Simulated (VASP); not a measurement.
MgZn3:

```
Mg Zn
1.0
     2.97721    0.00000    0.00000
    -1.48860    2.57834    0.00000
     0.00000    0.00000    8.77860
Mg Zn
1 3
Direct
  0.66667 0.33333 0.50000
  0.66667 0.33333 0.00000
  0.00000 0.00000 0.75983
  0.00000 0.00000 0.24017
```

* Program: VASP 6.6.1
* Task: relaxation of cell and atoms
* Functional: PBEsol
* Potentials or basis: VASP PAW PBE potentials, release 64 (Mg, Zn)
* Cutoff: 600 eV
* k mesh: 10 × 10 × 3
* Occupations: fermi-dirac, width 0.05 eV
* Spin: no spin polarisation

At the start: pressure -3.2 GPa; volume 16.85 Å³/atom.

Problem. Where does the relaxation end?

Solution. Over 8 steps the energy falls by 13.4 meV/atom and the volume is 16.00 Å³/atom (-5.0 %); space group P-6m2 (No. 187, to 0.05 Å).

The path:
| step | energy change (eV) | largest force (eV/Å) | pressure (GPa) | volume (Å³) |
| --- | --- | --- | --- | --- |
| 1 | 0.0000 | 0.1969 | -3.23 | 67.39 |
| 2 | -0.0457 | 0.1558 | -0.37 | 64.12 |
| 3 | -0.0470 | 0.1453 | 0.23 | 63.54 |
| 4 | -0.0501 | 0.1146 | 0.22 | 63.63 |
| 5 | -0.0522 | 0.0665 | 0.20 | 63.77 |
| 6 | -0.0533 | 0.0334 | -0.08 | 64.05 |
| 7 | -0.0533 | 0.0229 | -0.18 | 64.15 |
| 8 | -0.0535 | 0.0019 | 0.00 | 63.99 |

Final structure:
```
Mg Zn
1.0
     2.94629    0.00000    0.00000
    -1.47315    2.55157    0.00000
     0.00000    0.00000    8.51165
Mg Zn
1 3
Direct
  0.66667 0.33333 0.50000
  0.66667 0.33333 0.00000
  0.00000 0.00000 0.76496
  0.00000 0.00000 0.23504
```

Caveat: the PAW data sets were made with another functional, which shifts forces and pressure a little.
